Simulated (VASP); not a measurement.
Set up this calculation in VASP 6.6.1, as the native input.

```
Task                   : single point
Functional             : LDA
Potentials or basis    : VASP PAW LDA potentials, release 64 (Ta_pv, N)
Cutoff                 : 520 eV
k mesh                 : 10 × 10 × 4
Occupations            : fermi-dirac, width 0.05 eV
Spin                   : no spin polarisation
Dipole correction      : no
Further INCAR settings : ALGO = Normal; EDIFF = 1e-06; NBANDS = 27
```

The structure of Ta3N lies in POSCAR:

```
Ta3N
1.0
    3.0916944585      0.0000000000      0.0000000000
   -1.5458472293      2.6774859418      0.0000000000
    0.0000000000      0.0000000000      7.6717065629
Ta N
3 1
Direct
    0.6666666667      0.3333333333      0.8260700000
    0.3333333333      0.6666666667      0.1739300000
    0.0000000000      0.0000000000      0.5000000000
    0.0000000000      0.0000000000      0.0000000000
```

These files were run (other wordings do the same):

INCAR

```
SYSTEM = Ta3N
PREC = Accurate ; ENCUT = 520
EDIFF = 1E-6 ; ISMEAR = -1
SIGMA = 0.05 ; LREAL = .FALSE.
LASPH = .TRUE. ; NELM = 80
ALGO = Normal ; ISIF = 2
LWAVE = .FALSE. ; LCHARG = .FALSE.
NBANDS = 27
```

KPOINTS

```
Automatic mesh
0
G
  10 10 4
  0 0 0
```

Potentials or basis: VASP PAW LDA potentials, release 64 (Ta_pv, N).

The run is started by

```console
$ cat potpaw_LDA.64/Ta_pv/POTCAR potpaw_LDA.64/N/POTCAR > POTCAR
$ mpirun -np 1 vasp_std > vasp.out
```

It gave:

```
Pressure               : -23.8 GPa
Largest force          : 0.796 eV/Å
Band gap on the k mesh : zero (band 19 reaches 6.34 eV, above the bottom of band 20 at 5.75 eV)
```

Caveat: spin-orbit coupling is left out, which moves the levels of the heavy elements.

Wall time 60 s on 1 thread of Intel(R) Xeon(R) Platinum 8488C (Sapphire Rapids) (shared host), peak memory 0.2 GiB.
